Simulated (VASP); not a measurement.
# BaIr2 in VASP: single point with PBE

Aim: the single point of BaIr2 with PBE.

All numbers are computed with VASP 6.6.1; they aren't measurements. Logs are shortened: lines on timing, memory, paths and dates and some standing lists are left out, and cuts for length are marked.

### Step 1. The cell of the first run

The typed cell holds 3 atoms: a = 4.010 Å, b = 4.010 Å, c = 5.281 Å, α = 90.00°, β = 90.00°, γ = 60.00°.

### Step 2. Single point, PBE

File POSCAR:

```
BaIr2
1.0
    2.0049700000      3.4727050000      0.0000000000
   -2.0049700000      3.4727050000      0.0000000000
    0.0000000000      0.0000000000      5.2811910000
Ir Ba
2 1
Direct
    0.3333000000      0.3334000000      0.4320000000
    0.6667000000      0.6666000000      0.5680000000
    0.0000000000      0.0000000000      0.0000000000
```

File INCAR.step1:

```
SYSTEM = BaIr2
ALGO = Normal
EDIFF = 1E-6
ENCUT = 520
GGA = PE
ISIF = 2
ISMEAR = -1
LASPH = .TRUE.
LCHARG = .TRUE.
LMAXMIX = 4
LREAL = .FALSE.
LWAVE = .FALSE.
NBANDS = 21
NELM = 80
PREC = Accurate
SIGMA = 0.1
```

File KPOINTS.step1:

```
k-points
0
G
  10 10 7
  0 0 0
```

File INCAR.step2:

```
SYSTEM = BaIr2
ALGO = Normal
EDIFF = 1E-6
ENCUT = 520
GGA = PE
ICHARG = 11
ISIF = 2
ISMEAR = -5
LASPH = .TRUE.
LCHARG = .FALSE.
LMAXMIX = 4
LORBIT = 10
LREAL = .FALSE.
LWAVE = .FALSE.
NBANDS = 21
NEDOS = 1001
NELM = 80
PREC = Accurate
SIGMA = 0.1
```

File KPOINTS.step2:

```
k-points
0
G
  15 15 11
  0 0 0
```

Potentials or basis: VASP PAW PBE potentials, release 64 (Ir, Ba_sv).

Run with:

```
cat potpaw_PBE.64/Ir/POTCAR potpaw_PBE.64/Ba_sv/POTCAR > POTCAR
cp INCAR.step1 INCAR
cp KPOINTS.step1 KPOINTS
mpirun -np 1 vasp_std > vasp.out
cp INCAR.step2 INCAR
cp KPOINTS.step2 KPOINTS
mpirun -np 1 vasp_std > vasp.out
```

OUTCAR:

```text
SYSTEM = BaIr2
   EDIFF = 1E-6
   ENCUT = 520
   GGA = PE
   ICHARG = 11
   ISIF = 2
   ISMEAR = -5
   LASPH = .TRUE.
   LORBIT = 10
   LREAL = .FALSE.
   NELM = 80
   PREC = Accurate

 ion  position               nearest neighbor table
   1  0.333  0.333  0.432-   2 2.42   2 2.42   2 2.42   3 3.25   3 3.25   3 3.25   3 3.79   3 3.79
                             3 3.79
   2  0.667  0.667  0.568-   1 2.42   1 2.42   1 2.42   3 3.25   3 3.25   3 3.25   3 3.79   3 3.79
                             3 3.79
   3  0.000  0.000  0.000-   2 3.25   1 3.25   2 3.25   1 3.25   2 3.25   1 3.25   1 3.79   2 3.79
                             1 3.79   2 3.79   2 3.79   1 3.79

  LATTYP: Found a hexagonal cell.
 ALAT       =     4.0099357498
 C/A-ratio  =     1.3170263389

  Lattice vectors:

 A1 = (   2.0049700000,  -3.4727050000,   0.0000000000)
 A2 = (   2.0049700000,   3.4727050000,   0.0000000000)
 A3 = (   0.0000000000,   0.0000000000,   5.2811910000)

Analysis of symmetry for initial positions (statically):
=====================================================================
 Subroutine PRICEL returns:
 Original cell was already a primitive cell.

 Routine SETGRP: Setting up the symmetry group for a
 hexagonal supercell.

 Subroutine GETGRP returns: Found  4 space group operations
 (whereof  4 operations were pure point group operations)
 out of a pool of 24 trial point group operations.

The static configuration has the point symmetry C_2h.

Analysis of symmetry for dynamics (positions and initial velocities):
=====================================================================
 Subroutine PRICEL returns:
 Original cell was already a primitive cell.

 Routine SETGRP: Setting up the symmetry group for a
 hexagonal supercell.

 Subroutine GETGRP returns: Found  4 space group operations
 (whereof  4 operations were pure point group operations)
 out of a pool of 24 trial point group operations.

The dynamic configuration has the point symmetry C_2h.

 Subroutine INISYM returns: Found  4 space group operations
 (whereof  4 operations are pure point group operations),
 and found     1 'primitive' translations

----------------------------------------------------------------------------------------

                                     Primitive cell

  volume of cell :      73.5424

  direct lattice vectors                    reciprocal lattice vectors
     2.004970000  3.472705000  0.000000000     0.249380290  0.143979981  0.000000000
    -2.004970000  3.472705000  0.000000000    -0.249380290  0.143979981  0.000000000
     0.000000000  0.000000000  5.281191000     0.000000000  0.000000000  0.189351228

  length of vectors
     4.009935750  4.009935750  5.281191000     0.287959657  0.287959657  0.189351228

  position of ions in fractional coordinates (direct lattice)
     0.333300000  0.333400000  0.432000000
     0.666700000  0.666600000  0.568000000
     0.000000000  0.000000000  0.000000000

  ion indices of the primitive-cell ions
   primitive index   ion index
                 1           1
                 2           2
                 3           3

----------------------------------------------------------------------------------------

 KPOINTS: k-points

Automatic generation of k-mesh.
 Grid dimensions read from file:
 generate k-points for:   15   15   11

 Generating k-lattice:

  Cartesian coordinates                     Fractional coordinates (reciprocal lattice)
     0.016625353  0.009598665  0.000000000     0.066666667  0.000000000  0.000000000
    -0.016625353  0.009598665  0.000000000     0.000000000  0.066666667  0.000000000
     0.000000000  0.000000000  0.017213748     0.000000000  0.000000000  0.090909091

  Length of vectors
     0.019197310  0.019197310  0.017213748

  Shift w.r.t. Gamma in fractional coordinates (k-lattice)
     0.000000000  0.000000000  0.000000000

 TETIRR: Found   7407 inequivalent tetrahedra from    14850

 Subroutine IBZKPT returns following result:
 ===========================================

 Found    664 irreducible k-points:

 Following reciprocal coordinates:
            Coordinates               Weight
  0.000000  0.000000  0.000000      1.000000
  0.066667  0.000000  0.000000      4.000000
  0.000000  0.066667  0.000000      2.000000
  0.133333 -0.000000  0.000000      4.000000
 -0.000000  0.133333  0.000000      2.000000
  0.200000  0.000000  0.000000      4.000000
[... 16 lines left out ...]
 -0.066667  0.200000  0.000000      4.000000
  0.333333  0.066667  0.000000      4.000000
 [... further k-points ...]
   k-points           NKPTS =    664   k-points in BZ     NKDIM =    664   number of bands    NBANDS=     21
   number of dos      NEDOS =   1001   number of ions     NIONS =      3
   total plane-waves  NPLWV =  36000
   dimension x,y,z NGX =    30 NGY =   30 NGZ =   40
   dimension x,y,z NGXF=    60 NGYF=   60 NGZF=   80
   ions per type =               2   1
   NGX,Y,Z   is equivalent  to a cutoff of  12.44, 12.44, 12.59 a.u.
   NGXF,Y,Z  is equivalent  to a cutoff of  24.88, 24.88, 25.18 a.u.
 SYSTEM =  BaIr2
   PREC   = accura    normal or accurate (medium, high low for compatibility)
   ISTART =      0    job   : 0-new  1-cont  2-samecut
   ICHARG =     11    charge: 1-file 2-atom 10-const
   ISPIN  =      1    spin polarized calculation?
   LNONCOLLINEAR =      F non collinear calculations
   LSORBIT =      F    spin-orbit coupling
   LASPH  =      T    aspherical Exc in radial PAW
   ENCUT  =  520.0 eV  38.22 Ry    6.18 a.u.   7.46  7.46  9.82*2*pi/ulx,y,z
   NELM   =     80;   NELMIN=  2; NELMDL=  0     # of ELM steps
   EDIFF  = 0.1E-05   stopping-criterion for ELM
   LREAL  =      F    real-space projection
   EDIFFG = 0.1E-04   stopping-criterion for IOM
   NSW    =      0    number of steps for IOM
   IBRION =     -1    ionic relax: 0-MD 1-quasi-New 2-CG
   NFREE  =      0    steps in history (QN), initial steepest desc. (CG)
   ISIF   =      2    stress and relaxation
   ISYM   =      2    0-nonsym 1-usesym 2-fastsym
   POTIM  = 0.5000    time-step for ionic-motion
   TEBEG  =    0.0;   TEEND  =   0.0 temperature during run
   PSTRESS=    0.0 pullay stress
   NELECT =      28.0000    total number of electrons
   NUPDOWN=      -1.0000    fix difference up-down
   EMIN   =  10.00;   EMAX   =-10.00  energy-range for DOS
   EFERMI =   0.00;   METHOD = LEGACY
   ISMEAR =    -5;   SIGMA  =   0.10  broadening in eV -4-tet -1-fermi 0-gaus
   EFERMI_NEDOS =   21; number of points for ismear=-14 and -15
   IALGO  =     38    algorithm
   IMIX   =      4    mixing-type and parameters
     AMIX     =   0.40;   BMIX     =  1.00
     AMIX_MAG =   1.60;   BMIX_MAG =  1.00
  volume/ion in A,a.u.               =      24.51       165.43
  Fermi-wavevector in a.u.,A,eV,Ry     =   1.186538  2.242232 19.155265  1.407872
  Thomas-Fermi vector in A             =   2.322708
   LORBIT       =     10    0 simple, 1 ext, 2 COOP (PROOUT), +10 PAW based schemes
   GGA     = PE    functional components
   LHFCALC =     F    Hartree Fock is set to
   AEXX    =    0.0000 exact exchange contribution
   IVDW    =     0    specifies the selected vdW correction
   LEPSILON=     F    determine dielectric tensor
   LRPA    =     F    only Hartree local field effects (RPA)
 non-spin polarized calculation
 Fermi weights with tetrahedron method with Bloechl corrections
  energy-cutoff  :      520.00
  volume of cell :       73.54
 maximum number of plane-waves:      2005
 NGX is ok and might be reduce to    30

 number of electron      28.0000000 magnetization

 Free energy of the ion-electron system (eV)
  ---------------------------------------------------
  ext. energy  EPLUGINS =         0.00000000
  ---------------------------------------------------
  free energy    TOTEN  =       -18.94302332 eV

  energy without entropy =      -18.94302332  energy(sigma->0) =      -18.94302332

 E-fermi :   5.0899     XC(G=0): -10.7288

 val. band max:        5.1648553662   @ k =   0.2000   0.0000   0.1818
 cond. band min:       5.0639310001   @ k =  -0.1333   0.2000   0.0000
 fundamental gap:     -0.1009243661
 Fermi energy:         5.0898626634

 k-point     1 :       0.0000    0.0000    0.0000
  band No.  band energies     occupation
      1     -22.4215      2.00000
      2      -7.7900      2.00000
      3      -7.2956      2.00000
      4      -7.2956      2.00000
      5      -2.0709      2.00000
      6       0.6184      2.00000
[... 13 lines left out ...]
     20      10.5746      0.00000
     21      10.5756      0.00000

 k-point     2 :       0.0667    0.0000    0.0000
  band No.  band energies     occupation
      1     -22.4167      2.00000
      2      -7.7848      2.00000
      3      -7.3497      2.00000
      4      -7.3059      2.00000
      5      -1.9889      2.00000
      6       0.4577      2.00000
[... 13 lines left out ...]
     20      10.5860      0.00000
     21      10.8003      0.00000

 k-point     3 :       0.0000    0.0667    0.0000
  band No.  band energies     occupation
      1     -22.4167      2.00000
      2      -7.7848      2.00000
      3      -7.3497      2.00000
      4      -7.3059      2.00000
      5      -1.9889      2.00000
      6       0.4582      2.00000
[... 13 lines left out ...]
     20      10.5853      0.00000
     21      10.8010      0.00000
[... 457 lines left out ...]
 k-point    23 :      -0.0667    0.2000    0.0000
  band No.  band energies     occupation
      1     -22.3690      2.00000
      2      -7.8232      2.00000
      3      -7.7297      2.00000
      4      -7.4180      2.00000
      5      -1.1467      2.00000
      6       0.0644      2.00000
[... 13 lines left out ...]
     20      10.5656      0.00000
     21      11.1580      0.00000

 k-point    24 :       0.3333    0.0667    0.0000
  band No.  band energies     occupation
      1     -22.3461      2.00000
      2      -8.0234      2.00000
      3      -7.7016      2.00000
      4      -7.4702      2.00000
      5      -0.7211      2.00000
      6       0.0096      2.00000
[... 13 lines left out ...]
     20      10.4751      0.00000
     21      10.6020      0.00000

 [... further k-points ...]

------------------------ aborting loop because EDIFF is reached ----------------------------------------

  FORCE on cell =-STRESS in cart. coord.  units (eV):
  Direction    XX          YY          ZZ          XY          YZ          ZX
  --------------------------------------------------------------------------------------
  -------------------------------------------------------------------------------------
  Total        3.8169793      3.8269788      0.2172545      0.0086692     -0.0053915      0.0093383
  in kB       83.1558375     83.3736851      4.7330574      0.1888654     -0.1174571      0.2034427
  external PRESSURE =      57.0875267 kB  Pullay stress =       0.0000000 kB

 VOLUME and BASIS-vectors are now :
 -----------------------------------------------------------------------------
  energy-cutoff  :      520.00
  volume of cell :       73.54
      direct lattice vectors                 reciprocal lattice vectors
     2.004970000  3.472705000  0.000000000     0.249380290  0.143979981  0.000000000
    -2.004970000  3.472705000  0.000000000    -0.249380290  0.143979981  0.000000000
     0.000000000  0.000000000  5.281191000     0.000000000  0.000000000  0.189351228

 POSITION                                       TOTAL-FORCE (eV/Angst)
 -----------------------------------------------------------------------------------
     -0.00020      2.31525      2.28147         0.000811     -0.000468      1.761056
      0.00020      4.63016      2.99972        -0.000811      0.000468     -1.761056
      0.00000      0.00000      0.00000        -0.000000      0.000000      0.000000
 -----------------------------------------------------------------------------------
    total drift:                               -0.000000      0.000000     -0.000000

  FREE ENERGIE OF THE ION-ELECTRON SYSTEM (eV)
  ---------------------------------------------------
  free  energy   TOTEN  =       -18.9430233155 eV

  energy  without entropy=      -18.9430233155  energy(sigma->0) =      -18.94302332

 total charge

# of ion       s       p       d       tot
------------------------------------------
    1        0.800   0.503   7.046   8.349
    2        0.800   0.503   7.046   8.349
    3        2.048   5.553   0.444   8.045
--------------------------------------------------
tot          3.648   6.559  14.536  24.742
```

It took 24 min on 1 thread of Oxide Virtual Turin-like, shared host; peak memory 0.96 GiB.

Results:

```yaml
Valence_electrons_inside_the_program's_atomic_spheres: Ir 8.35; Ba 8.04
```

Caveat: spin-orbit coupling is left out, which moves the levels of the heavy elements.
